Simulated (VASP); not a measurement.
# HfH (P-6m2) in VASP: further runs

HfH is run at these levels: PBE; tasks: single point.

Program: VASP 6.6.1. These are calculated values, not measurements. Logs are shortened: lines on timing, memory, paths and dates and some standing lists are left out, and cuts for length are marked.

**1. The cell of the first run**

Symmetry: P-6m2, No. 187, hexagonal system. Conventional cell: a = 3.015 Å, b = 3.015 Å, c = 2.941 Å, α = 90.00°, β = 90.00°, γ = 120.00°. Within 3.0 Å of Hf (site symmetry -6m2) lie 6 H at 2.28 Å and 2 Hf at 2.94 Å. Within 3.0 Å of H (site symmetry -6m2) lie 6 Hf at 2.28 Å and 2 H at 2.94 Å.

**2. Single point, PBE**

The input, INCAR:

```
PREC     = Accurate       # precision mode
ENCUT    = 520            # plane-wave cutoff, eV
EDIFF    = 1E-6           # SCF threshold, eV
ISMEAR   = 0              # smearing method
SIGMA    = 0.1            # smearing width, eV
LREAL    = F              # projectors in reciprocal space
LASPH    = T              # aspherical terms in the spheres
NELM     = 80             # most SCF steps
ALGO     = Normal         # electronic algorithm
ISIF     = 2              # what is computed and relaxed
LWAVE    = F              # write WAVECAR
LCHARG   = F              # write CHGCAR
GGA      = PE             # functional
NBANDS   = 12             # bands
```

The input, KPOINTS:

```
Automatic mesh
0
Gamma
  6 6 6
```

The input, POSCAR:

```
HfH
1.0
    3.0151431508      0.0000000000      0.0000000000
   -1.5075715754      2.6111905646      0.0000000000
    0.0000000000      0.0000000000      2.9408156354
Hf H
1 1
Direct
    0.0000000000      0.0000000000      0.0000000000
    0.6666666667      0.3333333333      0.5000000000
```

Potentials or basis: VASP PAW PBE potentials, release 64 (Hf_pv, H).

Launch:

```
$ cat potpaw_PBE.64/Hf_pv/POTCAR potpaw_PBE.64/H/POTCAR > POTCAR
$ mpirun -np 1 vasp_std > vasp.out
```

OUTCAR:

```text
PREC = Accurate
   ENCUT = 520
   EDIFF = 1E-6
   ISMEAR = 0
   LREAL = F
   LASPH = T
   NELM = 80
   ISIF = 2
   GGA = PE

 ion  position               nearest neighbor table
   1  0.000  0.000  0.000-   2 2.28   2 2.28   2 2.28   2 2.28   2 2.28   2 2.28
   2  0.667  0.333  0.500-   1 2.28   1 2.28   1 2.28   1 2.28   1 2.28   1 2.28

  LATTYP: Found a hexagonal cell.
 ALAT       =     3.0151431508
 C/A-ratio  =     0.9753485948

  Lattice vectors:

 A1 = (   3.0151431508,   0.0000000000,   0.0000000000)
 A2 = (  -1.5075715754,   2.6111905646,   0.0000000000)
 A3 = (   0.0000000000,   0.0000000000,   2.9408156354)

Analysis of symmetry for initial positions (statically):
=====================================================================
 Subroutine PRICEL returns:
 Original cell was already a primitive cell.

 Routine SETGRP: Setting up the symmetry group for a
 hexagonal supercell.

 Subroutine GETGRP returns: Found 12 space group operations
 (whereof 12 operations were pure point group operations)
 out of a pool of 24 trial point group operations.

The static configuration has the point symmetry D_3h.

Analysis of symmetry for dynamics (positions and initial velocities):
=====================================================================
 Subroutine PRICEL returns:
 Original cell was already a primitive cell.

 Routine SETGRP: Setting up the symmetry group for a
 hexagonal supercell.

 Subroutine GETGRP returns: Found 12 space group operations
 (whereof 12 operations were pure point group operations)
 out of a pool of 24 trial point group operations.

The dynamic configuration has the point symmetry D_3h.

 Subroutine INISYM returns: Found 12 space group operations
 (whereof 12 operations are pure point group operations),
 and found     1 'primitive' translations

----------------------------------------------------------------------------------------

                                     Primitive cell

  volume of cell :      23.1534

  direct lattice vectors                    reciprocal lattice vectors
     3.015143151  0.000000000  0.000000000     0.331659212  0.191483535  0.000000000
    -1.507571575  2.611190565  0.000000000     0.000000000  0.382967070  0.000000000
     0.000000000  0.000000000  2.940815635     0.000000000  0.000000000  0.340041718

  length of vectors
     3.015143151  3.015143151  2.940815635     0.382967070  0.382967070  0.340041718

  position of ions in fractional coordinates (direct lattice)
     0.000000000  0.000000000  0.000000000
     0.666666667  0.333333333  0.500000000

  ion indices of the primitive-cell ions
   primitive index   ion index
                 1           1
                 2           2

----------------------------------------------------------------------------------------

 KPOINTS: Automatic mesh

Automatic generation of k-mesh.
 Grid dimensions read from file:
 generate k-points for:    6    6    6

 Generating k-lattice:

  Cartesian coordinates                     Fractional coordinates (reciprocal lattice)
     0.055276535  0.031913923  0.000000000     0.166666667 -0.000000000  0.000000000
     0.000000000  0.063827845  0.000000000     0.000000000  0.166666667  0.000000000
     0.000000000  0.000000000  0.056673620     0.000000000  0.000000000  0.166666667

  Length of vectors
     0.063827845  0.063827845  0.056673620

  Shift w.r.t. Gamma in fractional coordinates (k-lattice)
     0.000000000  0.000000000  0.000000000

 Subroutine IBZKPT returns following result:
 ===========================================

 Found     28 irreducible k-points:

 Following reciprocal coordinates:
            Coordinates               Weight
  0.000000  0.000000  0.000000      1.000000
  0.166667  0.000000  0.000000      6.000000
  0.333333 -0.000000  0.000000      6.000000
  0.500000  0.000000  0.000000      3.000000
  0.166667  0.166667  0.000000      6.000000
  0.333333  0.166667  0.000000     12.000000
[... 16 lines left out ...]
  0.166667  0.000000  0.500000      6.000000
  0.333333 -0.000000  0.500000      6.000000
 [... further k-points ...]
   k-points           NKPTS =     28   k-points in BZ     NKDIM =     28   number of bands    NBANDS=     12
   number of dos      NEDOS =    301   number of ions     NIONS =      2
   total plane-waves  NPLWV =  13824
   dimension x,y,z NGX =    24 NGY =   24 NGZ =   24
   dimension x,y,z NGXF=    48 NGYF=   48 NGZF=   48
   ions per type =               1   1
   NGX,Y,Z   is equivalent  to a cutoff of  13.23, 13.23, 13.57 a.u.
   NGXF,Y,Z  is equivalent  to a cutoff of  26.47, 26.47, 27.13 a.u.
 SYSTEM =  unknown system
   PREC   = accura    normal or accurate (medium, high low for compatibility)
   ISTART =      0    job   : 0-new  1-cont  2-samecut
   ICHARG =      2    charge: 1-file 2-atom 10-const
   ISPIN  =      1    spin polarized calculation?
   LNONCOLLINEAR =      F non collinear calculations
   LSORBIT =      F    spin-orbit coupling
   LASPH  =      T    aspherical Exc in radial PAW
   ENCUT  =  520.0 eV  38.22 Ry    6.18 a.u.   5.61  5.61  5.47*2*pi/ulx,y,z
   NELM   =     80;   NELMIN=  2; NELMDL= -5     # of ELM steps
   EDIFF  = 0.1E-05   stopping-criterion for ELM
   LREAL  =      F    real-space projection
   EDIFFG = 0.1E-04   stopping-criterion for IOM
   NSW    =      0    number of steps for IOM
   IBRION =     -1    ionic relax: 0-MD 1-quasi-New 2-CG
   NFREE  =      0    steps in history (QN), initial steepest desc. (CG)
   ISIF   =      2    stress and relaxation
   ISYM   =      2    0-nonsym 1-usesym 2-fastsym
   POTIM  = 0.5000    time-step for ionic-motion
   TEBEG  =    0.0;   TEEND  =   0.0 temperature during run
   PSTRESS=    0.0 pullay stress
   NELECT =      11.0000    total number of electrons
   NUPDOWN=      -1.0000    fix difference up-down
   EMIN   =  10.00;   EMAX   =-10.00  energy-range for DOS
   EFERMI =   0.00;   METHOD = LEGACY
   ISMEAR =     0;   SIGMA  =   0.10  broadening in eV -4-tet -1-fermi 0-gaus
   EFERMI_NEDOS =   21; number of points for ismear=-14 and -15
   IALGO  =     38    algorithm
   IMIX   =      4    mixing-type and parameters
     AMIX     =   0.40;   BMIX     =  1.00
     AMIX_MAG =   1.60;   BMIX_MAG =  1.00
  volume/ion in A,a.u.               =      11.58        78.12
  Fermi-wavevector in a.u.,A,eV,Ry     =   1.277422  2.413977 22.202071  1.631806
  Thomas-Fermi vector in A             =   2.410022
   LORBIT       =      0    0 simple, 1 ext, 2 COOP (PROOUT), +10 PAW based schemes
   GGA     = PE    functional components
   LHFCALC =     F    Hartree Fock is set to
   AEXX    =    0.0000 exact exchange contribution
   IVDW    =     0    specifies the selected vdW correction
   LEPSILON=     F    determine dielectric tensor
   LRPA    =     F    only Hartree local field effects (RPA)
 non-spin polarized calculation
 Gauss-broadening in eV      SIGMA  =   0.10
  energy-cutoff  :      520.00
  volume of cell :       23.15
 maximum number of plane-waves:       640
 NGX is ok and might be reduce to    24
   NGX = 11   NGY = 11   NGZ = 11

 number of electron      11.0000000 magnetization

 Free energy of the ion-electron system (eV)
  ---------------------------------------------------
  ext. energy  EPLUGINS =         0.00000000
  ---------------------------------------------------
  free energy    TOTEN  =       -13.28058052 eV

  energy without entropy =      -13.27024737  energy(sigma->0) =      -13.27541395

 E-fermi :   5.3810     XC(G=0): -11.5983

 val. band max:        5.3684366503   @ k =   0.1667   0.0000   0.1667
 cond. band min:       5.4417536857   @ k =   0.3333  -0.0000   0.1667
 fundamental gap:      0.0733170355
 Fermi energy:         5.3810462618

 k-point     1 :       0.0000    0.0000    0.0000
  band No.  band energies     occupation
      1     -24.7076      2.00000
      2     -24.6185      2.00000
      3     -24.6185      2.00000
      4      -4.5303      2.00000
      5       3.3266      2.00000
      6       6.4953      0.00000
      7       6.4953      0.00000
      8      11.5545      0.00000
      9      11.7823      0.00000
     10      11.7823      0.00000
     11      15.9210      0.00000
     12      18.5326      0.00000

 k-point     2 :       0.1667    0.0000    0.0000
  band No.  band energies     occupation
      1     -24.8917      2.00000
      2     -24.6784      2.00000
      3     -24.6770      2.00000
      4      -3.7521      2.00000
      5       3.8264      2.00000
      6       5.0219      2.00000
      7       7.4290      0.00000
      8      10.0571      0.00000
      9      11.5399      0.00000
     10      12.5272      0.00000
     11      18.3426      0.00000
     12      18.3477      0.00000

 k-point     3 :       0.3333   -0.0000    0.0000
  band No.  band energies     occupation
      1     -25.4041      2.00000
      2     -24.7959      2.00000
      3     -24.6150      2.00000
      4      -2.0224      2.00000
      5       3.2033      2.00000
      6       4.7408      2.00000
      7       8.1976      0.00000
      8       9.9668      0.00000
      9      11.0938      0.00000
     10      12.4688      0.00000
     11      17.5170      0.00000
     12      17.6359      0.00000
[... 286 lines left out ...]
 k-point    23 :       0.1667    0.0000    0.5000
  band No.  band energies     occupation
      1     -25.5765      2.00000
      2     -24.7952      2.00000
      3     -24.5990      2.00000
      4      -0.5431      2.00000
      5       2.0537      2.00000
      6       6.5370      0.00000
      7       8.0897      0.00000
      8       8.3202      0.00000
      9       8.5154      0.00000
     10      14.1408      0.00000
     11      14.3627      0.00000
     12      18.5486      0.00000

 k-point    24 :       0.3333   -0.0000    0.5000
  band No.  band energies     occupation
      1     -25.4697      2.00000
      2     -25.2746      2.00000
      3     -24.7114      2.00000
      4      -1.0227      2.00000
      5       3.3783      2.00000
      6       7.1514      0.00000
      7       7.2663      0.00000
      8       7.4932      0.00000
      9      10.8131      0.00000
     10      14.1612      0.00000
     11      14.4345      0.00000
     12      18.5360      0.00000

 [... further k-points ...]
[... 5 lines left out ...]
  --------------------------------------------------------------------------------------
  -------------------------------------------------------------------------------------
  Total        1.4589392      1.4589392     -0.2192648      0.0000000     -0.0000000      0.0000000
  in kB      100.9563138    100.9563138    -15.1727824      0.0000000     -0.0000000      0.0000000
  external PRESSURE =      62.2466151 kB  Pullay stress =       0.0000000 kB

 VOLUME and BASIS-vectors are now :
 -----------------------------------------------------------------------------
  energy-cutoff  :      520.00
  volume of cell :       23.15
      direct lattice vectors                 reciprocal lattice vectors
     3.015143151  0.000000000  0.000000000     0.331659212  0.191483535  0.000000000
    -1.507571575  2.611190565  0.000000000     0.000000000  0.382967070  0.000000000
     0.000000000  0.000000000  2.940815635     0.000000000  0.000000000  0.340041718

 POSITION                                       TOTAL-FORCE (eV/Angst)
 -----------------------------------------------------------------------------------
      0.00000      0.00000      0.00000         0.000000      0.000000      0.000000
      1.50757      0.87040      1.47041         0.000000     -0.000000      0.000000
 -----------------------------------------------------------------------------------
    total drift:                               -0.000000      0.000000      0.000000

  FREE ENERGIE OF THE ION-ELECTRON SYSTEM (eV)
  ---------------------------------------------------
  free  energy   TOTEN  =       -13.2805805242 eV

  energy  without entropy=      -13.2702473733  energy(sigma->0) =      -13.27541395
```

It took 4.6 s on 1 thread of Intel Xeon Platinum 8488C (Sapphire Rapids), shared host; peak memory 0.14 GiB.

What came out:

- Free energy: -13.2806 eV
- Pressure: 6.2 GPa

Stress tensor (GPa, compression positive):
```
10.10  0.00  0.00
 0.00 10.10  0.00
 0.00  0.00 -1.52
```

Caveat: the k points lie up to 0.40 Å⁻¹ apart; spin-orbit coupling is left out, which moves the levels of the heavy elements.

**3. Single point, PBE**

This run uses another cell than the first one, of 12.13 Å³/atom, 1.048 times its volume.

The input, INCAR:

```
SYSTEM = HfH
PREC = Accurate
ENCUT = 520
EDIFF = 1E-6
ISMEAR = 0
SIGMA = 0.1
LREAL = .False.
LASPH = .True.
NELM = 60
ALGO = Normal
ISIF = 2
LWAVE = .False.
LCHARG = .False.
GGA = PE
NBANDS = 12
```

The input, KPOINTS:

```
regular mesh
0
Gamma
  24 24 18
  0 0 0
```

The input, POSCAR:

```
HfH
1.0
    3.1104073343      0.0000000000      0.0000000000
   -1.5552036672      2.6936917676      0.0000000000
    0.0000000000      0.0000000000      2.8956346871
Hf H
1 1
Direct
    0.0000000000      0.0000000000      0.0000000000
    0.6666666667      0.3333333333      0.5000000000
```

Potentials or basis: VASP PAW PBE potentials, release 64 (Hf_pv, H).

Launch:

```
$ cat potpaw_PBE.64/Hf_pv/POTCAR potpaw_PBE.64/H/POTCAR > POTCAR
$ mpirun -np 1 vasp_std > vasp.out
```

Run time: 61 s. Hardware: 1 thread of Intel Xeon Platinum 8488C (Sapphire Rapids), shared host; peak memory 0.3 GiB.

It converged, with:

```yaml
Free_energy: -13.3164 eV
Pressure: -0.6 GPa
```

Stress tensor (GPa, compression positive):
```
-0.56  0.00  0.00
 0.00 -0.56  0.00
 0.00  0.00 -0.64
```

Levels at points of the mesh, in eV from the Fermi level:
| k point | band 1 | band 2 | band 3 | band 4 | band 5 | band 6 | band 7 | band 8 | band 9 | band 10 |
| --- | --- | --- | --- | --- | --- | --- | --- | --- | --- | --- |
| (0.00, 0.00, 0.00) | -30.38 | -30.38 | -30.27 | -9.81 | -2.00 | 0.83 | 0.83 | 5.45 | 6.05 | 6.05 |
| (0.50, 0.00, 0.00) | -31.15 | -30.56 | -30.18 | -6.50 | -2.57 | -1.43 | 2.53 | 5.32 | 6.19 | 8.09 |
| (0.00, 0.00, 0.50) | -31.28 | -30.29 | -30.29 | -5.52 | -4.23 | 1.85 | 1.85 | 2.49 | 2.49 | 9.26 |
| (0.50, 0.00, 0.50) | -31.12 | -31.00 | -30.45 | -6.50 | -1.96 | 1.01 | 1.29 | 4.07 | 6.63 | 7.83 |

Caveat: spin-orbit coupling is left out, which moves the levels of the heavy elements.
